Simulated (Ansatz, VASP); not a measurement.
Two plane-wave programs on Al2O3

```
Al O
1.0
     3.13818    0.00000    0.00000
    -1.56909    2.71775    0.00000
     0.00000    0.00000    6.96867
Al O
2 3
Cartesian
  0.0000 0.0000 1.9369
  0.0000 0.0000 5.0317
  0.0000 1.8118 1.3899
  1.5691 0.9059 5.5787
  0.0000 0.0000 3.4843
```

Change from the starting cell: strain +0.040 along x and y, -0.080 along z, atoms carried along.

Alike in both runs: task single point; functional LDA; k mesh 12 × 12 × 4; occupations gaussian, width 0.05 eV; no spin polarisation.

```csv
,VASP,Ansatz
version,VASP 6.6.1,Ansatz 0.2.0
potentials or method,"VASP PAW LDA potentials, release 64 (Al, O), cutoff 520 eV","scalar-relativistic, plane waves, PAW"
valence electrons in the cell,24,24
```

```tsv
	VASP	Ansatz	Ansatz less VASP
gap on the k mesh at the Fermi level (eV)	3.35	3.38	+0.029
least direct gap on the mesh (eV)	3.35	3.38	+0.029
pressure (GPa)	1.0	0.0	-1.05
traceless stress, the component that is largest in VASP (GPa)	43.81	42.35	-1.457
rms of the force components (eV/Å)	2.106	2.006	-0.1008
```

LDA's correlation is that of Perdew and Zunger in VASP and of Perdew and Wang (1992) in Ansatz. Atom by atom the forces differ by 0.102 eV/Å (rms over components).
